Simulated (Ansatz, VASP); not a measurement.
## One calculation of MoS, two programs

INCAR

```
PREC = Accurate
ENCUT = 520
EDIFF = 1E-6
ISMEAR = 0
SIGMA = 0.05
LREAL = F
LASPH = T
NELM = 150
ALGO = Normal
ISIF = 2
LWAVE = F
LCHARG = F
ISPIN = 2
MAGMOM = 3.5 0
LORBIT = 11
LMAXMIX = 4
LDAU = T
LDAUTYPE = 2
LDAUL = 2 -1
LDAUU = 4 0
LDAUJ = 0 0
LDAUPRINT = 1
GGA = PS
NBANDS = 21
```

Contents of KPOINTS:

```
regular mesh
0
Gamma
  14 14 14
```

File POSCAR:

```
MoS
1.0
    2.9706444822      0.0000000000      0.0000000000
    0.0000000000      2.9706444822      0.0000000000
    0.0000000000      0.0000000000      2.9706444822
Mo S
1 1
Direct
    0.0000000000      0.0000000000      0.0000000000
    0.5000000000      0.5000000000      0.5000000000
```

Input for Ansatz:

```yaml
crystal:
  lattice:
    - [2.9706444822, 0.0, 0.0]
    - [0.0, 2.9706444822, 0.0]
    - [0.0, 0.0, 2.9706444822]
  atoms:
    - { symbol: Mo, position: [0.0, 0.0, 0.0], spin: 3.5 }
    - { symbol: S, position: [0.5, 0.5, 0.5] }
basis:
  ecutwfc: 420
kpoints:
  mp_grid: { grid: [14, 14, 14] }
hamiltonian:
  xc: pbesol
  hubbard: { sites: [{ species: Mo, l: d, u_eff: 4.0 }] }
scf:
  occupations: { method: gaussian, width: 0.05 }
output:
  forces: true
  stress: true
  eigenvalues: true
  populations: true
magnetization:
  spin_polarized: true
```

Alike in both runs: task single point; functional PBEsol; k mesh 14 × 14 × 14; occupations gaussian, width 0.05 eV; collinear spin; Hubbard terms Mo d U = 4.0 eV.

|  | VASP | Ansatz |
| --- | --- | --- |
| version | VASP 6.6.1 | Ansatz 0.2.0 |
| potentials or method | VASP PAW PBE potentials, release 64 (Mo_sv, S), cutoff 520 eV | scalar-relativistic, plane waves, PAW |
| valence electrons in the cell | 20 | 20 |

VASP gave:

```
gap on the k mesh at the Fermi level (eV)                     : none
pressure (GPa)                                                : 5.5
net moment per atom (μB)                                      : 0.13
size of the moment on the site where the two differ most (μB) : 0.25
```

What did Ansatz give for the same quantities?

gap on the k mesh at the Fermi level (eV): none; pressure (GPa): 12.2; net moment per atom (μB): 0.61; size of the moment on the site where the two differ most (μB): 1.04.

The net moments are unlike, so the other rows may belong to different states. VASP's potentials were made for PBE, not for PBEsol. Site moments also hang on the region over which each program counts them. The programs project onto different local orbitals, so the same U acts differently, and such runs can settle in different states. A gap of «none» marks a metal or a gap that the smearing closes. Ansatz's warnings: filled band counts differ across k points.
